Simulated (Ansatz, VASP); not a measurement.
## One calculation of Sb, two programs

The input POSCAR:

```
Sb
1.0
    2.1706020527      1.2531976795      3.8710910875
   -2.1706020527      1.2531976795      3.8710910875
    0.0000000000     -2.5063953589      3.8710910875
Sb
2
Direct
    0.2313018333      0.2313018333      0.2313018333
    0.7686981667      0.7686981667      0.7686981667
```

The input INCAR.step1:

```
SYSTEM = Sb
ALGO = Normal
EDIFF = 1E-4
ENCUT = 520
GGA = PE
ISMEAR = -1
LASPH = .TRUE.
LCHARG = .FALSE.
LREAL = .FALSE.
LWAVE = .TRUE.
NBANDS = 12
NELM = 100
PREC = Accurate
SIGMA = 0.1
```

Contents of INCAR.step2:

```
SYSTEM = Sb
ALGO = Normal
EDIFF = 1E-6
ENCUT = 520
ISIF = 2
ISMEAR = -1
ISTART = 1
LASPH = .TRUE.
LCHARG = .TRUE.
LELF = .TRUE.
LMIXTAU = .TRUE.
LREAL = .FALSE.
LVHAR = .TRUE.
LWAVE = .FALSE.
METAGGA = R2SCAN
NBANDS = 12
NELM = 100
PREC = Accurate
SIGMA = 0.1
```

Contents of KPOINTS:

```
k-points
0
G
  2 2 2
  0 0 0
```

Input for Ansatz:

```yaml
crystal:
  lattice:
    - [2.1706020527, 1.2531976795, 3.8710910875]
    - [-2.1706020527, 1.2531976795, 3.8710910875]
    - [0.0, -2.5063953589, 3.8710910875]
  atoms:
    - { symbol: Sb, position: [0.2313018333, 0.2313018333, 0.2313018333] }
    - { symbol: Sb, position: [0.7686981667, 0.7686981667, 0.7686981667] }
hamiltonian:
  xc: r2scan
  pseudopotentials:
    kind: paw
    azcp:
      Sb: "pseudopotentials/Sb.paw.azcp"
basis:
  ecutwfc: 500
  fft_grid_basis: typed
kpoints:
  mp_grid: { grid: [2, 2, 2], shift: [0, 0, 0] }
magnetization:
  spin_polarized: false
scf:
  occupations: { method: fermi_dirac, width: 0.1 }
  lower_state_search: "off"
output:
  stress: true
```

Alike in both runs: task single point; functional r2SCAN; k mesh 2 × 2 × 2; occupations fermi-dirac, width 0.1 eV; no spin polarisation.

|  | VASP | Ansatz |
| --- | --- | --- |
| version | VASP 6.6.1 | Ansatz 0.2.0 |
| potentials or method | VASP PAW PBE potentials, release 64 (Sb), cutoff 520 eV | plane waves (500 eV) with PAW, scalar-relativistic |
| valence electrons in the cell | 10 | 30 |

Ansatz gave:

* pressure (GPa): 6.3
* traceless stress, the component that is largest in VASP (GPa): -0.77

Q: Estimate VASP's values.

A: Pressure (GPa): 6.5; traceless stress, the component that is largest in VASP (GPa): -0.92.

VASP's potentials were made for PBE, not for r2SCAN. The functional is the same, so the differences come from potentials, cutoffs and numerics. VASP's potentials hold 10 valence electrons a cell and Ansatz's 30, so a difference there can come from the potentials and not from the codes.

The k mesh is coarse, so the values compare programs but aren't converged. Neither program's run includes spin-orbit coupling.
